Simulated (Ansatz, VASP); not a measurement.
## PbS: VASP beside Ansatz

POSCAR

```
PbS
1.0
    2.0799530000     -5.9912970000      0.0000000000
    2.0799530000      5.9912970000      0.0000000000
    0.0000000000      0.0000000000      4.2793210000
Pb S
2 2
Direct
    0.8694370000      0.1305630000      0.7500000000
    0.1305630000      0.8694370000      0.2500000000
    0.6452030000      0.3547970000      0.7500000000
    0.3547970000      0.6452030000      0.2500000000
```

The input INCAR.step1:

```
ALGO     = Normal         # electronic algorithm
EDIFF    = 1E-5           # SCF threshold, eV
ENCUT    = 520            # plane-wave cutoff, eV
GGA      = PE             # functional
ISIF     = 2              # what is computed and relaxed
ISMEAR   = 1              # smearing method
LASPH    = True           # aspherical terms in the spheres
LCHARG   = False          # write CHGCAR
LREAL    = False          # projectors in reciprocal space
LWAVE    = True           # write WAVECAR
NBANDS   = 28             # bands
NELM     = 80             # most SCF steps
PREC     = Accurate       # precision mode
SIGMA    = 0.01           # smearing width, eV
```

INCAR.step2

```
ALGO     = Normal         # electronic algorithm
EDIFF    = 1E-7           # SCF threshold, eV
ENCUT    = 520            # plane-wave cutoff, eV
GGA      = PE             # functional
HFSCREEN = 0.2079         # screening, 1/A
ISIF     = 2              # what is computed and relaxed
ISMEAR   = 1              # smearing method
ISTART   = 1            
LASPH    = True           # aspherical terms in the spheres
LCHARG   = False          # write CHGCAR
LHFCALC  = True           # exact exchange
LREAL    = False          # projectors in reciprocal space
LWAVE    = False          # write WAVECAR
NBANDS   = 28             # bands
NELM     = 80             # most SCF steps
PREC     = Accurate       # precision mode
PRECFOCK = Normal       
SIGMA    = 0.01           # smearing width, eV
```

KPOINTS

```
k-points
0
Gamma
  3 3 3
```

Input for Ansatz:

```yaml
crystal:
  lattice:
    - [2.079953, -5.991297, 0.0]
    - [2.079953, 5.991297, 0.0]
    - [0.0, 0.0, 4.279321]
  atoms:
    - { symbol: Pb, position: [0.869437, 0.130563, 0.75] }
    - { symbol: Pb, position: [0.130563, 0.869437, 0.25] }
    - { symbol: S, position: [0.645203, 0.35479700000000003, 0.75] }
    - { symbol: S, position: [0.35479700000000003, 0.645203, 0.25] }
basis:
  ecutwfc: 550.0
kpoints:
  mp_grid:
    grid: [3, 3, 3]
hamiltonian:
  xc: hse06
scf:
  occupations:
    method: cold
    width: 0.01
output:
  eigenvalues: true
```

Alike in both runs: task single point; functional HSE06; k mesh 3 × 3 × 3; no spin polarisation.

```csv
,VASP,Ansatz
version,VASP 6.6.1,Ansatz 0.2.0
potentials or method,"VASP PAW PBE potentials, release 64 (Pb_d, S), cutoff 520 eV","plane waves, PAW"
occupations,"methfessel-paxton of order 1, width 0.01 eV","cold, width 0.01 eV"
valence electrons in the cell,40,40
```

```tsv
	VASP	Ansatz	Ansatz less VASP
gap on the k mesh at the Fermi level (eV)	2.36	2.35	-0.005
```

The k mesh is coarse, so the values compare programs but aren't converged. Neither program's run includes spin-orbit coupling.
